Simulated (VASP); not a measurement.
InAg3: single point with LDA

Crystal: InAg3.

```
In Ag
1.0
     3.08552    0.00000    0.00000
    -1.54276    2.67214    0.00000
     0.00000    0.00000    9.47326
In Ag
1 3
Direct
  0.00000 0.00000 0.00000
  0.00000 0.00000 0.50000
  0.33333 0.66667 0.25320
  0.33333 0.66667 0.74681
```

```yaml
Program: VASP 6.6.1
Task: single point
Functional: LDA
Potentials_or_basis: VASP PAW LDA potentials, release 64 (In_d, Ag)
Cutoff: 520 eV
k_mesh: 9 × 9 × 3
Occupations: fermi-dirac, width 0.05 eV
Spin: no spin polarisation
Dipole_correction: no
Further_INCAR_settings: ALGO = Normal; EDIFF = 1e-06; NBANDS = 31
```

| Quantity | Value |
| --- | --- |
| Pressure | -9.1 GPa |
| Largest force | 0.209 eV/Å |
| Band gap on the k mesh | zero (band 23 reaches 8.31 eV, above the bottom of band 24 at 5.42 eV) |

Forces on the atoms (eV/Å):
```
In   0.000  0.000  0.000
Ag   0.000  0.000  0.000
Ag   0.000  0.000  0.209
Ag   0.000  0.000 -0.209
```

Stress tensor (GPa, compression positive):
```
-8.93  0.00  0.00
 0.00 -8.93  0.00
 0.00  0.00 -9.40
```

Levels at points of the mesh, in eV from the Fermi level:
```csv
k point,band 19,band 20,band 21,band 22,band 23,band 24,band 25,band 26,band 27,band 28
"(0.00, 0.00, 0.00)",-4.10,-3.70,-3.70,-3.27,-3.27,-0.94,1.78,9.78,9.84,11.85
```

Run time: 110 s on 1 thread of Intel Xeon 8259CL (shared host), peak memory 0.2 GiB.

Caveat: spin-orbit coupling is left out, which moves the levels of the heavy elements.
